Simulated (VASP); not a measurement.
# Al2Cu (P4/mmm) in VASP: further runs

Runs on Al2Cu. Level: r2SCAN. Tasks: single point.

Everything below comes from runs of VASP 6.6.1. Logs are shortened: lines on timing, memory, paths and dates and some standing lists are left out, and cuts for length are marked.

### 1 The cell of the first run

Symmetry: P4/mmm, No. 123, tetragonal system. The conventional cell has a = 4.088 Å, b = 4.088 Å, c = 2.851 Å, α = 90.00°, β = 90.00°, γ = 90.00°. Within 3.3 Å of Al (site symmetry mmm) lie 4 Cu at 2.49 Å and 6 Al at 2.85 to 2.89 Å. Cu (site symmetry 4/mmm) has 8 Al at 2.49 Å and 2 Cu at 2.85 Å within 3.3 Å.

### 2 Single point, r2SCAN

Input file POSCAR:

```
Al2Cu
1.0
    4.0880282804      0.0000000000      0.0000000000
    0.0000000000      4.0880282804      0.0000000000
    0.0000000000      0.0000000000      2.8513253925
Al Cu
2 1
Direct
    0.5000000000      0.0000000000      0.5000000000
    0.0000000000      0.5000000000      0.5000000000
    0.0000000000      0.0000000000      0.0000000000
```

Input file INCAR.step1:

```
PREC = Accurate
ENCUT = 520
ISMEAR = 0
SIGMA = 0.15
LREAL = False
LASPH = True
NELM = 100
NBANDS = 16
GGA = PE
ALGO = Normal
EDIFF = 1E-4
LWAVE = True
LCHARG = False
```

Input file INCAR.step2:

```
PREC = Accurate
ENCUT = 520
EDIFF = 1E-6
ISMEAR = 0
SIGMA = 0.15
LREAL = False
LASPH = True
NELM = 100
ALGO = Normal
ISIF = 2
LWAVE = False
LCHARG = True
METAGGA = R2SCAN
LMIXTAU = True
LELF = True
LVHAR = True
NBANDS = 16
ISTART = 1
```

Input file KPOINTS:

```
regular mesh
0
Gamma
  8 8 12
```

Potentials or basis: VASP PAW PBE potentials, release 64 (Al, Cu).

On the command line:

```
> cat potpaw_PBE.64/Al/POTCAR potpaw_PBE.64/Cu/POTCAR > POTCAR
> cp INCAR.step1 INCAR
> mpirun -np 1 vasp_std > vasp.out
> cp INCAR.step2 INCAR
> mpirun -np 1 vasp_std > vasp.out
```

OUTCAR:

```text
PREC = Accurate
   ENCUT = 520
   EDIFF = 1E-6
   ISMEAR = 0
   LREAL = False
   LASPH = True
   NELM = 100
   ISIF = 2
   METAGGA = R2SCAN
   ISTART = 1

 ion  position               nearest neighbor table
   1  0.500  0.000  0.500-   3 2.49   3 2.49   3 2.49   3 2.49   2 2.89   2 2.89   2 2.89   2 2.89

   2  0.000  0.500  0.500-   3 2.49   3 2.49   3 2.49   3 2.49   1 2.89   1 2.89   1 2.89   1 2.89

   3  0.000  0.000  0.000-   1 2.49   2 2.49   1 2.49   2 2.49   2 2.49   2 2.49   1 2.49   1 2.49

  LATTYP: Found a simple tetragonal cell.
 ALAT       =     4.0880282804
 C/A-ratio  =     0.6974818169

  Lattice vectors:

 A1 = (   4.0880282804,   0.0000000000,   0.0000000000)
 A2 = (   0.0000000000,   4.0880282804,   0.0000000000)
 A3 = (   0.0000000000,   0.0000000000,   2.8513253925)

Analysis of symmetry for initial positions (statically):
=====================================================================
 Subroutine PRICEL returns:
 Original cell was already a primitive cell.

 Routine SETGRP: Setting up the symmetry group for a
 simple tetragonal supercell.

 Subroutine GETGRP returns: Found 16 space group operations
 (whereof 16 operations were pure point group operations)
 out of a pool of 16 trial point group operations.

The static configuration has the point symmetry D_4h.

Analysis of symmetry for dynamics (positions and initial velocities):
=====================================================================
 Subroutine PRICEL returns:
 Original cell was already a primitive cell.

 Routine SETGRP: Setting up the symmetry group for a
 simple tetragonal supercell.

 Subroutine GETGRP returns: Found 16 space group operations
 (whereof 16 operations were pure point group operations)
 out of a pool of 16 trial point group operations.

The dynamic configuration has the point symmetry D_4h.

 Subroutine INISYM returns: Found 16 space group operations
 (whereof 16 operations are pure point group operations),
 and found     1 'primitive' translations

----------------------------------------------------------------------------------------

                                     Primitive cell

  volume of cell :      47.6513

  direct lattice vectors                    reciprocal lattice vectors
     4.088028280  0.000000000  0.000000000     0.244616703  0.000000000  0.000000000
     0.000000000  4.088028280  0.000000000     0.000000000  0.244616703  0.000000000
     0.000000000  0.000000000  2.851325393     0.000000000  0.000000000  0.350714093

  length of vectors
     4.088028280  4.088028280  2.851325393     0.244616703  0.244616703  0.350714093

  position of ions in fractional coordinates (direct lattice)
     0.500000000  0.000000000  0.500000000
     0.000000000  0.500000000  0.500000000
     0.000000000  0.000000000  0.000000000

  ion indices of the primitive-cell ions
   primitive index   ion index
                 1           1
                 2           2
                 3           3

----------------------------------------------------------------------------------------

 KPOINTS: regular mesh

Automatic generation of k-mesh.
 Grid dimensions read from file:
 generate k-points for:    8    8   12

 Generating k-lattice:

  Cartesian coordinates                     Fractional coordinates (reciprocal lattice)
     0.030577088  0.000000000  0.000000000     0.125000000  0.000000000  0.000000000
     0.000000000  0.030577088  0.000000000     0.000000000  0.125000000  0.000000000
     0.000000000  0.000000000  0.029226174     0.000000000  0.000000000  0.083333333

  Length of vectors
     0.030577088  0.030577088  0.029226174

  Shift w.r.t. Gamma in fractional coordinates (k-lattice)
     0.000000000  0.000000000  0.000000000

 Subroutine IBZKPT returns following result:
 ===========================================

 Found    105 irreducible k-points:

 Following reciprocal coordinates:
            Coordinates               Weight
  0.000000  0.000000  0.000000      1.000000
  0.125000  0.000000  0.000000      4.000000
  0.250000  0.000000  0.000000      4.000000
  0.375000  0.000000  0.000000      4.000000
  0.500000  0.000000  0.000000      2.000000
  0.125000  0.125000  0.000000      4.000000
[... 16 lines left out ...]
  0.375000  0.125000  0.083333     16.000000
  0.500000  0.125000  0.083333      8.000000
 [... further k-points ...]
   k-points           NKPTS =    105   k-points in BZ     NKDIM =    105   number of bands    NBANDS=     16
   number of dos      NEDOS =    301   number of ions     NIONS =      3
   total plane-waves  NPLWV =  21600
   dimension x,y,z NGX =    30 NGY =   30 NGZ =   24
   dimension x,y,z NGXF=    60 NGYF=   60 NGZF=   48
   ions per type =               2   1
   NGX,Y,Z   is equivalent  to a cutoff of  12.20, 12.20, 13.99 a.u.
   NGXF,Y,Z  is equivalent  to a cutoff of  24.40, 24.40, 27.99 a.u.
 SYSTEM =  unknown system
   PREC   = accura    normal or accurate (medium, high low for compatibility)
   ISTART =      1    job   : 0-new  1-cont  2-samecut
   ICHARG =      0    charge: 1-file 2-atom 10-const
   ISPIN  =      1    spin polarized calculation?
   LNONCOLLINEAR =      F non collinear calculations
   LSORBIT =      F    spin-orbit coupling
   LASPH  =      T    aspherical Exc in radial PAW
   ENCUT  =  520.0 eV  38.22 Ry    6.18 a.u.   7.60  7.60  5.30*2*pi/ulx,y,z
   NELM   =    100;   NELMIN=  2; NELMDL=  0     # of ELM steps
   EDIFF  = 0.1E-05   stopping-criterion for ELM
   LREAL  =      F    real-space projection
   EDIFFG = 0.1E-04   stopping-criterion for IOM
   NSW    =      0    number of steps for IOM
   IBRION =     -1    ionic relax: 0-MD 1-quasi-New 2-CG
   NFREE  =      0    steps in history (QN), initial steepest desc. (CG)
   ISIF   =      2    stress and relaxation
   ISYM   =      2    0-nonsym 1-usesym 2-fastsym
   POTIM  = 0.5000    time-step for ionic-motion
   TEBEG  =    0.0;   TEEND  =   0.0 temperature during run
   PSTRESS=    0.0 pullay stress
   NELECT =      17.0000    total number of electrons
   NUPDOWN=      -1.0000    fix difference up-down
   EMIN   =  10.00;   EMAX   =-10.00  energy-range for DOS
   EFERMI =   0.00;   METHOD = LEGACY
   ISMEAR =     0;   SIGMA  =   0.15  broadening in eV -4-tet -1-fermi 0-gaus
   EFERMI_NEDOS =   21; number of points for ismear=-14 and -15
   IALGO  =     38    algorithm
   IMIX   =      4    mixing-type and parameters
     AMIX     =   0.40;   BMIX     =  1.00
     AMIX_MAG =   1.60;   BMIX_MAG =  1.00
  volume/ion in A,a.u.               =      15.88       107.19
  Fermi-wavevector in a.u.,A,eV,Ry     =   1.161091  2.194144 18.342456  1.348132
  Thomas-Fermi vector in A             =   2.297667
   LORBIT       =      0    0 simple, 1 ext, 2 COOP (PROOUT), +10 PAW based schemes
   METAGGA = R2SCAN    functional components
   LHFCALC =     F    Hartree Fock is set to
   AEXX    =    0.0000 exact exchange contribution
   IVDW    =     0    specifies the selected vdW correction
   LEPSILON=     F    determine dielectric tensor
   LRPA    =     F    only Hartree local field effects (RPA)
 non-spin polarized calculation
 Gauss-broadening in eV      SIGMA  =   0.15
  energy-cutoff  :      520.00
  volume of cell :       47.65
 maximum number of plane-waves:      1312
   NGX = 15   NGY = 15   NGZ = 11

 number of electron      16.9999979 magnetization

 Free energy of the ion-electron system (eV)
  ---------------------------------------------------
  ext. energy  EPLUGINS =         0.00000000
  ---------------------------------------------------
  free energy    TOTEN  =       -24.42217138 eV

  energy without entropy =      -24.41526051  energy(sigma->0) =      -24.41871595

 E-fermi :   7.3554     XC(G=0): -11.2152

 val. band max:        7.3495176223   @ k =   0.5000   0.1250   0.0833
 cond. band min:       7.3771127555   @ k =   0.0000   0.0000   0.0000
 fundamental gap:      0.0275951333
 Fermi energy:         7.3553751808

 k-point     1 :       0.0000    0.0000    0.0000
  band No.  band energies     occupation
      1      -3.9324      2.00000
      2       1.6154      2.00000
      3       2.1254      2.00000
      4       2.8096      2.00000
      5       3.0753      2.00000
      6       3.0753      2.00000
[... 8 lines left out ...]
     15      14.8261      0.00000
     16      21.1541      0.00000

 k-point     2 :       0.1250    0.0000    0.0000
  band No.  band energies     occupation
      1      -3.7919      2.00000
      2       1.5158      2.00000
      3       2.0915      2.00000
      4       2.7660      2.00000
      5       3.0708      2.00000
      6       3.0760      2.00000
[... 8 lines left out ...]
     15      16.5332      0.00000
     16      20.5276      0.00000

 k-point     3 :       0.2500    0.0000    0.0000
  band No.  band energies     occupation
      1      -3.3804      2.00000
      2       0.9177      2.00000
      3       2.0449      2.00000
      4       2.6767      2.00000
      5       3.0265      2.00000
      6       3.0601      2.00000
[... 8 lines left out ...]
     15      18.9838      0.00000
     16      19.3030      0.00000

 k-point     4 :       0.3750    0.0000    0.0000
  band No.  band energies     occupation
      1      -2.7503      2.00000
      2      -0.1599      2.00000
      3       2.0535      2.00000
      4       2.6029      2.00000
      5       2.7931      2.00000
      6       3.0494      2.00000
[... 8 lines left out ...]
     15      18.1318      0.00000
     16      20.1613      0.00000
[... 324 lines left out ...]
 k-point    22 :       0.2500    0.1250    0.0833
  band No.  band energies     occupation
      1      -3.1038      2.00000
      2       1.0637      2.00000
      3       2.0097      2.00000
      4       2.6154      2.00000
      5       2.8619      2.00000
      6       2.9494      2.00000
[... 8 lines left out ...]
     15      17.6720      0.00000
     16      19.6155      0.00000

 k-point    23 :       0.3750    0.1250    0.0833
  band No.  band energies     occupation
      1      -2.4724      2.00000
      2       0.0533      2.00000
      3       2.0438      2.00000
      4       2.5569      2.00000
      5       2.7924      2.00000
      6       2.9598      2.00000
[... 8 lines left out ...]
     15      18.7593      0.00000
     16      20.5088      0.00000

 k-point    24 :       0.5000    0.1250    0.0833
  band No.  band energies     occupation
      1      -1.9823      2.00000
      2      -0.6209      2.00000
      3       2.0743      2.00000
      4       2.5357      2.00000
      5       2.7724      2.00000
      6       2.9636      2.00000
[... 8 lines left out ...]
     15      17.8142      0.00000
     16      20.3018      0.00000

 [... further k-points ...]
[... 5 lines left out ...]
  --------------------------------------------------------------------------------------
  -------------------------------------------------------------------------------------
  Total        0.0299545      0.0299545     -0.1763005      0.0000000      0.0000000      0.0000000
  in kB        1.0071578      1.0071578     -5.9277449      0.0000000      0.0000000      0.0000000
  external PRESSURE =      -1.3044764 kB  Pullay stress =       0.0000000 kB

 VOLUME and BASIS-vectors are now :
 -----------------------------------------------------------------------------
  energy-cutoff  :      520.00
  volume of cell :       47.65
      direct lattice vectors                 reciprocal lattice vectors
     4.088028280  0.000000000  0.000000000     0.244616703  0.000000000  0.000000000
     0.000000000  4.088028280  0.000000000     0.000000000  0.244616703  0.000000000
     0.000000000  0.000000000  2.851325393     0.000000000  0.000000000  0.350714093

 POSITION                                       TOTAL-FORCE (eV/Angst)
 -----------------------------------------------------------------------------------
      2.04401      0.00000      1.42566         0.000000      0.000000      0.000000
      0.00000      2.04401      1.42566         0.000000      0.000000      0.000000
      0.00000      0.00000      0.00000         0.000000      0.000000      0.000000
 -----------------------------------------------------------------------------------
    total drift:                                0.000000      0.000000      0.000000

  FREE ENERGIE OF THE ION-ELECTRON SYSTEM (eV)
  ---------------------------------------------------
  free  energy   TOTEN  =       -24.4221713808 eV

  energy  without entropy=      -24.4152605147  energy(sigma->0) =      -24.41871595
```

It took 3.7 min on 1 thread of Intel Xeon Platinum 8259CL at 2.50GHz (Skylake/Cascade Lake), shared host; peak memory 0.21 GiB.

What came out:

| Item | Value |
| --- | --- |
| Free energy | -24.4222 eV |
| Pressure | -0.1 GPa |

Caveat: the PAW data sets were made with another functional, which shifts forces and pressure a little.

### 3 Single point, r2SCAN

POSCAR is that of step 2.

Input file INCAR.step1:

```
SYSTEM = Al2Cu
ALGO = Normal
EDIFF = 1E-4
ENCUT = 520
GGA = PE
ISMEAR = 0
LASPH = .TRUE.
LCHARG = .FALSE.
LREAL = .FALSE.
LWAVE = .TRUE.
NBANDS = 16
NELM = 100
PREC = Accurate
SIGMA = 0.1
```

Input file INCAR.step2:

```
SYSTEM = Al2Cu
ALGO = Normal
EDIFF = 1E-7
ENCUT = 520
ISIF = 2
ISMEAR = 0
ISTART = 1
LASPH = .TRUE.
LCHARG = .FALSE.
LMIXTAU = .TRUE.
LREAL = .FALSE.
LWAVE = .FALSE.
METAGGA = R2SCAN
NBANDS = 16
NELM = 100
PREC = Accurate
SIGMA = 0.1
```

Input file KPOINTS:

```
k-points
0
G
  10 10 14
  0 0 0
```

Potentials or basis: VASP PAW PBE potentials, release 64 (Al, Cu).

On the command line:

```
> cat potpaw_PBE.64/Al/POTCAR potpaw_PBE.64/Cu/POTCAR > POTCAR
> cp INCAR.step1 INCAR
> mpirun -np 1 vasp_std > vasp.out
> cp INCAR.step2 INCAR
> mpirun -np 1 vasp_std > vasp.out
```

Run time: 8 min. Hardware: 1 thread of Intel Xeon Platinum 8259CL at 2.50GHz (Skylake/Cascade Lake), shared host; peak memory 0.26 GiB.

It converged, with:

```
Free energy : -24.4171 eV
Pressure    : -0.1 GPa
```

Levels at points of the mesh, in eV from the Fermi level:
| k point | band 6 | band 7 | band 8 | band 9 | band 10 | band 11 | band 12 | band 13 |
| --- | --- | --- | --- | --- | --- | --- | --- | --- |
| (0.00, 0.00, 0.00) | -4.23 | -2.65 | -2.65 | 0.07 | 1.01 | 6.66 | 6.66 | 6.76 |
| (0.50, 0.00, 0.00) | -4.26 | -4.23 | -1.25 | 1.62 | 1.92 | 2.15 | 8.22 | 8.93 |
| (0.50, 0.50, 0.00) | -4.46 | -4.26 | -4.26 | -2.57 | 9.00 | 9.00 | 10.14 | 10.61 |
| (0.00, 0.00, 0.50) | -4.30 | -3.13 | 2.65 | 2.76 | 2.76 | 2.84 | 2.84 | 3.33 |
| (0.50, 0.00, 0.50) | -4.35 | -3.29 | -2.57 | -1.70 | 3.99 | 4.16 | 4.67 | 5.68 |
| (0.50, 0.50, 0.50) | -3.72 | -2.49 | -2.49 | -0.95 | -0.81 | 0.19 | 0.19 | 2.70 |

Caveat: the PAW data sets were made with another functional, which shifts forces and pressure a little.
